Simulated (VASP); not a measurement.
NiO, 2 atoms in the cell. Symmetry: Pm-3m, No. 221, cubic system. The conventional cell has a = 2.505 Å, b = 2.505 Å, c = 2.505 Å, α = 90.00°, β = 90.00°, γ = 90.00°. Within 2.9 Å of Ni (site symmetry m-3m) lie 8 O at 2.17 Å and 6 Ni at 2.50 Å. Within 2.9 Å of O (site symmetry m-3m) lie 8 Ni at 2.17 Å and 6 O at 2.50 Å. 

- Program: VASP 6.6.1
- Task: single point
- Functional: PBEsol
- Potentials or basis: VASP PAW PBE potentials, release 64 (Ni, O)
- Cutoff: 600 eV
- k mesh: 7 × 7 × 7
- Occupations: gaussian, width 0.05 eV
- Spin: collinear spin, ferromagnetic start
- Starting moments: [0.77, 0.23] μB
- Hubbard terms: Ni d U = 1.0 eV
- Dipole correction: no
- Further INCAR settings: ALGO = Normal; EDIFF = 1e-06; NBANDS = 19

Potentials or basis: VASP PAW PBE potentials, release 64 (Ni, O).

Run with:

```sh
$ cat potpaw_PBE.64/Ni/POTCAR potpaw_PBE.64/O/POTCAR > POTCAR
$ mpirun -np 1 vasp_std > vasp.out
```

Hardware: 1 thread of Intel Xeon 8259CL, with other jobs on the host.

**Question.** How long does it take, and how much memory?

**Answer.** Wall time 23 s on 1 thread of Intel Xeon 8259CL (shared host), peak memory 0.14 GiB. Counts: scf iterations 16, k points 20.
